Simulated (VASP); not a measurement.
Wanted: the native input for a VASP 6.6.1 run.

```yaml
Task: relaxation of cell and atoms
Functional: PBEsol
Potentials_or_basis: VASP PAW PBE potentials, release 64 (C_h)
Cutoff: 910 eV
k_mesh: 24 × 24 × 8
Occupations: gaussian, width 0.05 eV
Spin: no spin polarisation
Dipole_correction: no
Further_INCAR_settings: ALGO = Normal; EDIFF = 1e-07; IBRION = 2; EDIFFG = -0.01; NSW = 80; ISIF = 3
```

The structure of C lies in POSCAR:

```
C
1.0
    2.4600000000      0.0000000000      0.0000000000
   -1.2300000000      2.1304224933      0.0000000000
    0.0000000000      0.0000000000      6.7000000000
C
4
Direct
    0.0000000000      0.0000000000      0.2500000000
    0.3333333333      0.6666666667      0.2500000000
    0.0000000000      0.0000000000      0.7500000000
    0.6666666667      0.3333333333      0.7500000000
```

One way to write it, as run:

INCAR

```
PREC = Accurate ; ENCUT = 910
EDIFF = 1E-7 ; ISMEAR = 0
SIGMA = 0.05 ; LREAL = F
LASPH = T ; NELM = 120
ALGO = Normal ; ISIF = 3
LWAVE = F ; LCHARG = F
GGA = PS ; IBRION = 2
NSW = 80 ; EDIFFG = -0.01
GGA_COMPAT = F ; NELMIN = 4
```

KPOINTS

```
regular mesh
0
Gamma
  24 24 8
```

Potentials or basis: VASP PAW PBE potentials, release 64 (C_h).

Run with:

```console
$ cat potpaw_PBE.64/C_h/POTCAR > POTCAR
$ mpirun -np 1 vasp_std > vasp.out
```

It gave:

```yaml
Relaxed_volume: 9.13 Å³/atom
Relaxed_cell: a = 2.459 Å, b = 2.459 Å, c = 6.972 Å, α = 90.00°, β = 90.00°, γ = 120.00°
Space_group_after_relaxing_to_0.1_Å: P6_3/mmc (No. 194)
Energy_gained_by_relaxing: 1.2 meV/atom
Ionic_steps: 8
Pressure_after_relaxing: -0.1 GPa
Band_gap_on_the_k_mesh: zero (bands 8 and 9 overlap by 0.02 eV)
```

Caveat: the cutoff is under 1.25 times the usual one of these potentials, so pressure, stress and relaxed cells hold a basis-set (Pulay) error; this functional lacks dispersion, which binds the layers, so the pressure and a relaxed spacing across them are unreliable; the PAW data sets were made with another functional, which shifts forces and pressure a little.

It took 12 min on 1 thread of AMD EPYC 9R45 (Zen 5) (shared host), peak memory 0.32 GiB.
